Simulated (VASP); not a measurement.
# Nb (Fm-3m) in VASP: notebook

The runs below take Nb through single point, relaxation of cell and atoms, with PBE.

All numbers are computed with VASP 6.6.1; they aren't measurements. Logs are shortened: lines on timing, memory, paths and dates and some standing lists are left out, and cuts for length are marked.

### Step 1. The cell of the first run

Symmetry: Fm-3m, No. 225, cubic system. The conventional cell has a = 4.033 Å, b = 4.033 Å, c = 4.033 Å, α = 90.00°, β = 90.00°, γ = 90.00°. Within 3.8 Å of Nb (site symmetry m-3m) lie 12 Nb at 2.85 Å.

### Step 2. Single point, PBE

File INCAR:

```
SYSTEM = Nb
ALGO = Normal
EDIFF = 1E-7
ENCUT = 520
GGA = PE
ISIF = 2
ISMEAR = -1
LASPH = .TRUE.
LCHARG = .TRUE.
LELF = .TRUE.
LREAL = .FALSE.
LVHAR = .TRUE.
LWAVE = .FALSE.
NBANDS = 12
NELM = 80
PREC = Accurate
SIGMA = 0.08
```

File KPOINTS:

```
k-points
0
G
  17 17 17
  0 0 0
```

File POSCAR:

```
Nb
1.0
    0.0000000000      2.0167122872      2.0167122872
    2.0167122872      0.0000000000      2.0167122872
    2.0167122872      2.0167122872      0.0000000000
Nb
1
Direct
    0.0000000000      0.0000000000      0.0000000000
```

Potentials or basis: VASP PAW PBE potentials, release 64 (Nb_sv).

Launch:

```
cat potpaw_PBE.64/Nb_sv/POTCAR > POTCAR
mpirun -np 1 vasp_std > vasp.out
```

OUTCAR:

```text
SYSTEM = Nb
   EDIFF = 1E-7
   ENCUT = 520
   GGA = PE
   ISIF = 2
   ISMEAR = -1
   LASPH = .TRUE.
   LREAL = .FALSE.
   NELM = 80
   PREC = Accurate

 ion  position               nearest neighbor table
   1  0.000  0.000  0.000-

  LATTYP: Found a face centered cubic cell.
 ALAT       =     4.0334245744

  Lattice vectors:

 A1 = (   0.0000000000,   2.0167122872,   2.0167122872)
 A2 = (   2.0167122872,   0.0000000000,   2.0167122872)
 A3 = (   2.0167122872,   2.0167122872,   0.0000000000)

Analysis of symmetry for initial positions (statically):
=====================================================================
 Subroutine PRICEL returns:
 Original cell was already a primitive cell.

 Routine SETGRP: Setting up the symmetry group for a
 face centered cubic supercell.

 Subroutine GETGRP returns: Found 48 space group operations
 (whereof 48 operations were pure point group operations)
 out of a pool of 48 trial point group operations.

The static configuration has the point symmetry O_h .

Analysis of symmetry for dynamics (positions and initial velocities):
=====================================================================
 Subroutine PRICEL returns:
 Original cell was already a primitive cell.

 Routine SETGRP: Setting up the symmetry group for a
 face centered cubic supercell.

 Subroutine GETGRP returns: Found 48 space group operations
 (whereof 48 operations were pure point group operations)
 out of a pool of 48 trial point group operations.

The dynamic configuration has the point symmetry O_h .

 Subroutine INISYM returns: Found 48 space group operations
 (whereof 48 operations are pure point group operations),
 and found     1 'primitive' translations

----------------------------------------------------------------------------------------

                                     Primitive cell

  volume of cell :      16.4045

  direct lattice vectors                    reciprocal lattice vectors
     0.000000000  2.016712287  2.016712287    -0.247928276  0.247928276  0.247928276
     2.016712287  0.000000000  2.016712287     0.247928276 -0.247928276  0.247928276
     2.016712287  2.016712287  0.000000000     0.247928276  0.247928276 -0.247928276

  length of vectors
     2.852061868  2.852061868  2.852061868     0.429424370  0.429424370  0.429424370

  position of ions in fractional coordinates (direct lattice)
     0.000000000  0.000000000  0.000000000

  ion indices of the primitive-cell ions
   primitive index   ion index
                 1           1

----------------------------------------------------------------------------------------

 KPOINTS: k-points

Automatic generation of k-mesh.
 Grid dimensions read from file:
 generate k-points for:   17   17   17

 Generating k-lattice:

  Cartesian coordinates                     Fractional coordinates (reciprocal lattice)
    -0.014584016  0.014584016  0.014584016     0.058823529  0.000000000  0.000000000
     0.014584016 -0.014584016  0.014584016     0.000000000  0.058823529  0.000000000
     0.014584016  0.014584016 -0.014584016     0.000000000  0.000000000  0.058823529

  Length of vectors
     0.025260257  0.025260257  0.025260257

  Shift w.r.t. Gamma in fractional coordinates (k-lattice)
     0.000000000  0.000000000  0.000000000

 Subroutine IBZKPT returns following result:
 ===========================================

 Found    165 irreducible k-points:

 Following reciprocal coordinates:
            Coordinates               Weight
  0.000000  0.000000  0.000000      1.000000
  0.058824  0.000000  0.000000      8.000000
  0.117647  0.000000  0.000000      8.000000
  0.176471  0.000000  0.000000      8.000000
  0.235294  0.000000  0.000000      8.000000
  0.294118  0.000000  0.000000      8.000000
[... 16 lines left out ...]
 -0.176471  0.058824  0.000000     24.000000
 -0.117647  0.058824  0.000000     24.000000
 [... further k-points ...]
   k-points           NKPTS =    165   k-points in BZ     NKDIM =    165   number of bands    NBANDS=     12
   number of dos      NEDOS =    301   number of ions     NIONS =      1
   total plane-waves  NPLWV =  13824
   dimension x,y,z NGX =    24 NGY =   24 NGZ =   24
   dimension x,y,z NGXF=    48 NGYF=   48 NGZF=   48
   ions per type =               1
   NGX,Y,Z   is equivalent  to a cutoff of  13.99, 13.99, 13.99 a.u.
   NGXF,Y,Z  is equivalent  to a cutoff of  27.98, 27.98, 27.98 a.u.
 SYSTEM =  Nb
   PREC   = accura    normal or accurate (medium, high low for compatibility)
   ISTART =      0    job   : 0-new  1-cont  2-samecut
   ICHARG =      2    charge: 1-file 2-atom 10-const
   ISPIN  =      1    spin polarized calculation?
   LNONCOLLINEAR =      F non collinear calculations
   LSORBIT =      F    spin-orbit coupling
   LASPH  =      T    aspherical Exc in radial PAW
   ENCUT  =  520.0 eV  38.22 Ry    6.18 a.u.   5.30  5.30  5.30*2*pi/ulx,y,z
   NELM   =     80;   NELMIN=  2; NELMDL= -5     # of ELM steps
   EDIFF  = 0.1E-06   stopping-criterion for ELM
   LREAL  =      F    real-space projection
   EDIFFG = 0.1E-05   stopping-criterion for IOM
   NSW    =      0    number of steps for IOM
   IBRION =     -1    ionic relax: 0-MD 1-quasi-New 2-CG
   NFREE  =      0    steps in history (QN), initial steepest desc. (CG)
   ISIF   =      2    stress and relaxation
   ISYM   =      2    0-nonsym 1-usesym 2-fastsym
   POTIM  = 0.5000    time-step for ionic-motion
   TEBEG  =    0.0;   TEEND  =   0.0 temperature during run
   PSTRESS=    0.0 pullay stress
   NELECT =      13.0000    total number of electrons
   NUPDOWN=      -1.0000    fix difference up-down
   EMIN   =  10.00;   EMAX   =-10.00  energy-range for DOS
   EFERMI =   0.00;   METHOD = LEGACY
   ISMEAR =    -1;   SIGMA  =   0.08  broadening in eV -4-tet -1-fermi 0-gaus
   EFERMI_NEDOS =   21; number of points for ismear=-14 and -15
   IALGO  =     38    algorithm
   IMIX   =      4    mixing-type and parameters
     AMIX     =   0.40;   BMIX     =  1.00
     AMIX_MAG =   1.60;   BMIX_MAG =  1.00
  volume/ion in A,a.u.               =      16.40       110.70
  Fermi-wavevector in a.u.,A,eV,Ry     =   1.514963  2.862865 31.226904  2.295113
  Thomas-Fermi vector in A             =   2.624550
   LORBIT       =      0    0 simple, 1 ext, 2 COOP (PROOUT), +10 PAW based schemes
   GGA     = PE    functional components
[... 5 lines left out ...]
 non-spin polarized calculation
  energy-cutoff  :      520.00
  volume of cell :       16.40
 maximum number of plane-waves:       459
 NGX is ok and might be reduce to    24
   NGX = 11   NGY = 11   NGZ = 11

 number of electron      13.0000001 magnetization

 Free energy of the ion-electron system (eV)
  ---------------------------------------------------
  ext. energy  EPLUGINS =         0.00000000
  ---------------------------------------------------
  free energy    TOTEN  =        -9.72578432 eV

  energy without entropy =       -9.69550422  energy(sigma->0) =       -9.71064427

 E-fermi :  12.9598     XC(G=0): -12.9924

 val. band max:       12.9524653749   @ k =  -0.4706   0.3529   0.1176
 cond. band min:      12.9659016726   @ k =  -0.4118   0.2353   0.0000
 fundamental gap:      0.0134362977
 Fermi energy:        12.9597908587

 k-point     1 :       0.0000    0.0000    0.0000
  band No.  band energies     occupation
      1     -41.7382      2.00000
      2     -16.8125      2.00000
      3     -16.8125      2.00000
      4     -16.8125      2.00000
      5       6.4417      2.00000
      6      12.9355      1.15050
      7      12.9355      1.15050
      8      12.9355      1.15050
      9      16.0581      0.00000
     10      16.0581      0.00000
     11      24.8794      0.00000
     12      30.2745      0.00000

 k-point     2 :       0.0588    0.0000    0.0000
  band No.  band energies     occupation
      1     -41.7273      2.00000
      2     -16.8792      2.00000
      3     -16.8204      2.00000
      4     -16.8204      2.00000
      5       6.5939      2.00000
      6      12.8125      1.72607
      7      13.0065      0.71612
      8      13.0065      0.71612
      9      15.9873      0.00000
     10      15.9873      0.00000
     11      25.1932      0.00000
     12      29.6734      0.00000

 k-point     3 :       0.1176    0.0000    0.0000
  band No.  band energies     occupation
      1     -41.6960      2.00000
      2     -17.0677      2.00000
      3     -16.8430      2.00000
      4     -16.8430      2.00000
      5       7.0225      2.00000
      6      12.5109      1.99271
      7      13.1875      0.10978
      8      13.1875      0.10978
      9      15.8323      0.00000
     10      15.8323      0.00000
     11      26.0149      0.00000
     12      28.5561      0.00000
[... 286 lines left out ...]
 k-point    23 :      -0.1765    0.0588    0.0000
  band No.  band energies     occupation
      1     -41.6215      2.00000
      2     -17.4669      2.00000
      3     -16.9525      2.00000
      4     -16.8712      2.00000
      5       7.9756      2.00000
      6      12.0037      1.99999
      7      13.4157      0.00668
      8      13.4988      0.00237
      9      15.3107      0.00000
     10      16.2709      0.00000
     11      26.6613      0.00000
     12      28.4380      0.00000

 k-point    24 :      -0.1176    0.0588    0.0000
  band No.  band energies     occupation
      1     -41.6728      2.00000
      2     -17.1800      2.00000
      3     -16.9040      2.00000
      4     -16.8400      2.00000
      5       7.3370      2.00000
      6      12.2738      1.99962
      7      13.3152      0.02325
      8      13.3430      0.01648
      9      15.4282      0.00000
     10      16.0783      0.00000
     11      26.5916      0.00000
     12      28.2420      0.00000

 [... further k-points ...]
[... 5 lines left out ...]
  --------------------------------------------------------------------------------------
  -------------------------------------------------------------------------------------
  Total        2.8258225      2.8258225      2.8258225      0.0000000      0.0000000      0.0000000
  in kB      275.9901855    275.9901855    275.9901855      0.0000000      0.0000000      0.0000000
  external PRESSURE =     275.9901855 kB  Pullay stress =       0.0000000 kB

 VOLUME and BASIS-vectors are now :
 -----------------------------------------------------------------------------
  energy-cutoff  :      520.00
  volume of cell :       16.40
      direct lattice vectors                 reciprocal lattice vectors
     0.000000000  2.016712287  2.016712287    -0.247928276  0.247928276  0.247928276
     2.016712287  0.000000000  2.016712287     0.247928276 -0.247928276  0.247928276
     2.016712287  2.016712287  0.000000000     0.247928276  0.247928276 -0.247928276

 POSITION                                       TOTAL-FORCE (eV/Angst)
 -----------------------------------------------------------------------------------
      0.00000      0.00000      0.00000         0.000000      0.000000     -0.000000
 -----------------------------------------------------------------------------------
    total drift:                                0.000000      0.000000      0.000000

  FREE ENERGIE OF THE ION-ELECTRON SYSTEM (eV)
  ---------------------------------------------------
  free  energy   TOTEN  =        -9.7257843216 eV

  energy  without entropy=       -9.6955042228  energy(sigma->0) =       -9.71064427
```

Wall time 33 s (1 thread of Intel Xeon Platinum 8259CL at 2.50GHz (Skylake/Cascade Lake), shared host); peak memory 0.16 GiB.

Results:

```yaml
Free_energy: -9.7258 eV
Pressure: 27.6 GPa
```

Levels at points of the mesh, in eV from the Fermi level:
```tsv
k point	band 2	band 3	band 4	band 5	band 6	band 7	band 8	band 9	band 10	band 11
(0.00, 0.00, 0.00)	-29.77	-29.77	-29.77	-6.52	-0.02	-0.02	-0.02	3.10	3.10	11.92
```

### Step 3. Relaxation of cell and atoms, PBE

This run uses another cell than the first one, of 18.13 Å³/atom, 1.105 times its volume.

File INCAR:

```
ALGO = Normal
EDIFF = 1E-7
EDIFFG = -0.005
ENCUT = 600
GGA = PE
IBRION = 2
ISIF = 3
ISMEAR = -1
LASPH = True
LCHARG = False
LREAL = False
LWAVE = False
NELM = 60
NSW = 60
PREC = Accurate
SIGMA = 0.08
```

File KPOINTS:

```
k-points
0
Gamma
  16 16 16
```

File POSCAR:

```
Nb
1.0
    0.0000000000      2.0849260709      2.0849260709
    2.0849260709      0.0000000000      2.0849260709
    2.0849260709      2.0849260709      0.0000000000
Nb
1
Direct
    0.0000000000      0.0000000000      0.0000000000
```

Potentials or basis: VASP PAW PBE potentials, release 64 (Nb_sv).

Launch:

```
cat potpaw_PBE.64/Nb_sv/POTCAR > POTCAR
mpirun -np 1 vasp_std > vasp.out
```

Wall time 94 s (1 thread of Intel Xeon Platinum 8259CL at 2.50GHz (Skylake/Cascade Lake), shared host); peak memory 0.17 GiB.

It converged, with:

```yaml
Free_energy: -9.9086 eV
Relaxed_volume: 18.74 Å³/atom
Relaxed_cell: a = 2.981 Å, b = 2.981 Å, c = 2.981 Å, α = 60.00°, β = 60.00°, γ = 60.00°
Space_group_after_relaxing_to_0.05_Å: Fm-3m (No. 225)
Energy_gained_by_relaxing: 10.8 meV/atom
Ionic_steps: 4
Pressure_after_relaxing: 0.0 GPa
```

Step by step:
```tsv
step	energy change (eV)	largest force (eV/Å)	pressure (GPa)	volume (Å³)
1	0.0000	0.0000	5.82	18.13
2	0.0232	0.0000	-8.88	19.91
3	-0.0108	0.0000	-0.09	18.75
4	-0.0108	0.0000	0.02	18.74
```

Final structure:
```
Nb
1.0
     0.00000    2.10811    2.10811
     2.10811    0.00000    2.10811
     2.10811    2.10811    0.00000
Nb
1
Cartesian
  0.0000 0.0000 0.0000
```

Levels at points of the mesh, in eV from the Fermi level:
| k point | band 3 | band 4 | band 5 | band 6 | band 7 | band 8 | band 9 | band 10 |
| --- | --- | --- | --- | --- | --- | --- | --- | --- |
| (0.00, 0.00, 0.00) | -30.18 | -30.18 | -6.23 | 0.10 | 0.10 | 0.10 | 2.70 | 2.70 |
| (0.50, 0.00, 0.00) | -30.33 | -30.33 | -3.84 | -0.08 | -0.08 | 1.37 | 4.66 | 4.66 |
| (0.50, 0.50, 0.00) | -30.60 | -30.60 | -4.06 | -3.33 | 3.59 | 4.65 | 5.22 | 5.22 |
